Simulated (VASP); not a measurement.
Set up this calculation in VASP 6.6.1, as the native input.

```yaml
Task: single point
Functional: r2SCAN
Potentials_or_basis: VASP PAW PBE potentials, release 64 (W_sv, Sb)
Cutoff: 520 eV
k_mesh: 12 × 12 × 6
Occupations: gaussian, width 0.05 eV
Spin: no spin polarisation
Dipole_correction: no
Further_INCAR_settings: ALGO = Normal; EDIFF = 1e-06; NBANDS = 19
```

Sb2W:

```
CELL_PARAMETERS angstrom
3.46494 0.00000 0.00000
-1.73247 3.00072 0.00000
0.00000 0.00000 6.71742
ATOMIC_POSITIONS crystal
W 0.00000 0.00000 0.00000
Sb 0.33333 0.66667 0.28475
Sb 0.66667 0.33333 0.71525
```

One way to write it, as run:

POSCAR

```
Sb2W
1.0
    3.4649380352      0.0000000000      0.0000000000
   -1.7324690176      3.0007243611      0.0000000000
    0.0000000000      0.0000000000      6.7174239015
W Sb
1 2
Direct
    0.0000000000      0.0000000000      0.0000000000
    0.3333333333      0.6666666667      0.2847523219
    0.6666666667      0.3333333333      0.7152476781
```

INCAR.step1

```
  PREC = Accurate
  ENCUT = 520
  ISMEAR = 0
  SIGMA = 0.05
  LREAL = F
  LASPH = T
  NELM = 60
  NBANDS = 19
  GGA = PE
  ALGO = Normal
  EDIFF = 1E-4
  LWAVE = T
  LCHARG = F
```

INCAR.step2

```
  PREC = Accurate
  ENCUT = 520
  EDIFF = 1E-6
  ISMEAR = 0
  SIGMA = 0.05
  LREAL = F
  LASPH = T
  NELM = 60
  ALGO = Normal
  ISIF = 2
  LWAVE = F
  LCHARG = F
  METAGGA = R2SCAN
  LMIXTAU = T
  NBANDS = 19
  ISTART = 1
```

KPOINTS

```
regular mesh
0
Gamma
  12 12 6
```

Potentials or basis: VASP PAW PBE potentials, release 64 (W_sv, Sb).

The run is started by

```bash
$ cat potpaw_PBE.64/W_sv/POTCAR potpaw_PBE.64/Sb/POTCAR > POTCAR
$ cp INCAR.step1 INCAR
$ mpirun -np 1 vasp_std > vasp.out
$ cp INCAR.step2 INCAR
$ mpirun -np 1 vasp_std > vasp.out
```

It gave:

The pressure is -1.5 GPa and the largest force is 0.334 eV/Å. The band gap on the k mesh is zero (band 12 reaches 8.80 eV, above the bottom of band 13 at 8.62 eV).

Caveat: the PAW data sets were made with another functional, which shifts forces and pressure a little; spin-orbit coupling is left out, which moves the levels of the heavy elements.

It took 2.9 min on 1 thread of Intel(R) Xeon(R) 6975P-C (Granite Rapids), on a shared host, peak memory 0.3 GiB.
